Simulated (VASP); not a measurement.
## Sm2B2Rh: single point with PBE

Sm2B2Rh:

```
Sm B Rh
1.0
     5.29988    0.00000    0.00000
     0.00000    5.29988    0.00000
     0.00000    0.00000    3.16197
Sm B Rh
2 2 1
Direct
  0.00000 0.50000 0.50000
  0.50000 0.00000 0.50000
  0.50000 0.50000 0.25006
  0.50000 0.50000 0.74994
  0.00000 0.00000 0.00000
```

The cell was built from a structure type or drawn by symmetry, and may not be a known phase.

```yaml
Program: VASP 6.6.1
Task: single point
Functional: PBE
Potentials_or_basis: VASP PAW PBE potentials, release 64 (Sm_3, B, Rh_pv), 4f in core
Cutoff: 500 eV
k_mesh: 4 × 4 × 4
Occupations: gaussian, width 0.1 eV
Spin: no spin polarisation
Dipole_correction: no
Mended: yes
Further_INCAR_settings: ALGO = Normal; EDIFF = 1e-06; NBANDS = 30
```

```
Pressure               : 0.4 GPa
Largest force          : 0.035 eV/Å
Band gap on the k mesh : zero (an odd number of electrons rules out a gap without spin polarisation)
```

Forces in eV/Å, atoms in the order of the input:
```
Sm   0.000  0.000  0.000
Sm   0.000  0.000  0.000
B    0.000  0.000 -0.035
B    0.000  0.000  0.035
Rh   0.000  0.000  0.000
```

Stress tensor (GPa, compression positive):
```
0.46 0.00 0.00
0.00 0.46 0.00
0.00 0.00 0.29
```

Levels at points of the mesh, in eV from the Fermi level:
```csv
k point,band 19,band 20,band 21,band 22,band 23,band 24
"(0.00, 0.00, 0.00)",-2.57,-1.43,-1.43,0.23,0.55,1.31
"(0.50, 0.00, 0.00)",-1.27,-1.20,-1.15,-1.08,0.11,0.32
"(0.50, 0.50, 0.00)",-1.28,-1.08,-1.08,-1.06,-1.06,0.11
"(0.00, 0.00, 0.50)",-1.55,-1.27,-1.21,0.37,0.37,0.55
"(0.50, 0.00, 0.50)",-1.57,-0.61,-0.57,0.07,0.09,0.38
"(0.50, 0.50, 0.50)",-1.72,-1.71,-0.06,-0.06,0.59,1.44
```

It took 38 s on 1 thread of AMD EPYC 7R13 Processor (Zen 3), with other jobs on the host, peak memory 0.18 GiB.

Caveat: the k points lie up to 0.50 Å⁻¹ apart, too coarse for converged energies and pressures of a metal; spin-orbit coupling is left out, which moves the levels of the heavy elements; the 4f electrons are frozen in the core, so they carry no moment and show no levels. Spin polarisation is off, so any magnetic state and its effect on volume and gap are missing.
